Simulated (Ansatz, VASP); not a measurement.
# One calculation of C, two programs

Contents of INCAR:

```
SYSTEM = C
ALGO = Normal ; EDIFF = 1E-6
ENCUT = 520 ; GGA = PE
ISIF = 2 ; ISMEAR = 0
LASPH = .TRUE. ; LCHARG = .FALSE.
LREAL = .FALSE. ; LWAVE = .FALSE.
NBANDS = 26 ; NELM = 80
PREC = Accurate ; SIGMA = 0.05
```

KPOINTS

```
k-points
0
G
  6 6 6
  0 0 0
```

File POSCAR:

```
C
1.0
    3.5714750638      0.0000000000      0.0000000000
    0.0000000000     -3.5714750638      0.0000000000
    0.0000000000      0.0000000000     -3.5714750638
C
8
Direct
    0.5000000000      0.0000000000     -0.0209997266
    0.0000000000      0.5000000000      0.0000000000
    0.0000000000      0.0000000000      0.5000000000
    0.5000000000      0.5000000000      0.5000000000
    0.7500000000      0.7500000000      0.7500000000
    0.2500000000      0.2500000000      0.7500000000
    0.2500000000      0.7500000000      0.2500000000
    0.7500000000      0.2500000000      0.2500000000
```

Input for Ansatz:

```yaml
crystal:
  lattice:
    - [3.5714750638, 0.0, 0.0]
    - [0.0, -3.5714750638, 0.0]
    - [0.0, 0.0, -3.5714750638]
  atoms:
    - { symbol: C, position: [0.5, 0.0, -0.0209997266] }
    - { symbol: C, position: [0.0, 0.5, 0.0] }
    - { symbol: C, position: [0.0, 0.0, 0.5] }
    - { symbol: C, position: [0.5, 0.5, 0.5] }
    - { symbol: C, position: [0.75, 0.75, 0.75] }
    - { symbol: C, position: [0.25, 0.25, 0.75] }
    - { symbol: C, position: [0.25, 0.75, 0.25] }
    - { symbol: C, position: [0.75, 0.25, 0.25] }
basis:
  ecutwfc: 420
kpoints:
  mp_grid: { grid: [6, 6, 6] }
hamiltonian:
  xc: pbe
scf:
  occupations: { method: gaussian, width: 0.05 }
output:
  forces: true
  stress: true
  eigenvalues: true
```

Alike in both runs: task single point; functional PBE; k mesh 6 × 6 × 6; occupations gaussian, width 0.05 eV; no spin polarisation.

|  | VASP | Ansatz |
| --- | --- | --- |
| version | VASP 6.6.1 | Ansatz 0.2.0 |
| potentials or method | VASP PAW PBE potentials, release 64 (C), cutoff 520 eV | scalar-relativistic, plane waves, PAW |
| valence electrons in the cell | 32 | 32 |

```csv
,VASP,Ansatz,Ansatz less VASP
gap on the k mesh at the Fermi level (eV),3.82,3.83,+0.006
least direct gap on the mesh (eV),4.09,4.10,+0.007
pressure (GPa),1.3,0.6,-0.67
"traceless stress, the component that is largest in VASP (GPa)",0.82,0.75,-0.071
rms of the force components (eV/Å),0.759,0.755,-0.0041
```

Atom by atom the forces differ by 0.005 eV/Å (rms over components). The functional is the same, so the differences come from potentials, cutoffs and numerics.
